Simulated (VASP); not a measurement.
Crystal: LiF.

```xyz
4
Lattice="3.0609 0.0000 0.0000 -1.5305 2.6509 0.0000 0.0000 0.0000 4.8073" Properties=species:S:1:pos:R:3 pbc="T T T"
Li    0.0000    1.7672    1.8323
Li    1.5305    0.8836    4.2360
F     0.0000    1.7672    4.7777
F     1.5305    0.8836    2.3741
```

| Property | Result |
| --- | --- |
| Program | VASP 6.6.1 |
| Task | relaxation of cell and atoms |
| Functional | LDA |
| Potentials or basis | VASP PAW LDA potentials, release 64 (Li_sv, F) |
| Cutoff | 600 eV |
| k mesh | 9 × 9 × 6 |
| Occupations | gaussian, width 0.02 eV |
| Spin | no spin polarisation |

At the start: pressure -3.4 GPa; volume 9.75 Å³/atom.

Task: Where does the relaxation end?

Result: Over 11 steps the energy falls by 6.6 meV/atom and the volume is 9.17 Å³/atom (-6.0 %); space group P6_3mc (No. 186, to 0.1 Å) before and after.

The path:
```csv
step,energy change (eV),largest force (eV/Å),pressure (GPa),volume (Å³)
1,0.0000,0.0087,-3.39,39.01
2,-0.0188,0.0030,-1.76,37.85
3,-0.0249,0.0154,-0.15,36.87
4,-0.0250,0.0168,0.00,36.78
5,-0.0250,0.0173,0.08,36.73
6,-0.0251,0.0156,0.08,36.73
7,-0.0254,0.0110,0.09,36.71
8,-0.0259,0.0028,0.09,36.69
9,-0.0263,0.0090,0.08,36.63
10,-0.0260,0.0265,-0.21,36.77
11,-0.0263,0.0009,0.01,36.67
```

Final structure:
```
Li F
1.0
     3.02961    0.00000    0.00000
    -1.51481    2.62372    0.00000
     0.00000    0.00000    4.61339
Li F
2 2
Direct
  0.33333 0.66667 0.38554
  0.66667 0.33333 0.88555
  0.33333 0.66667 0.98945
  0.66667 0.33333 0.48945
```

Caveat: the cutoff is under 1.25 times the usual one of these potentials, so pressure, stress and relaxed cells hold a basis-set (Pulay) error.
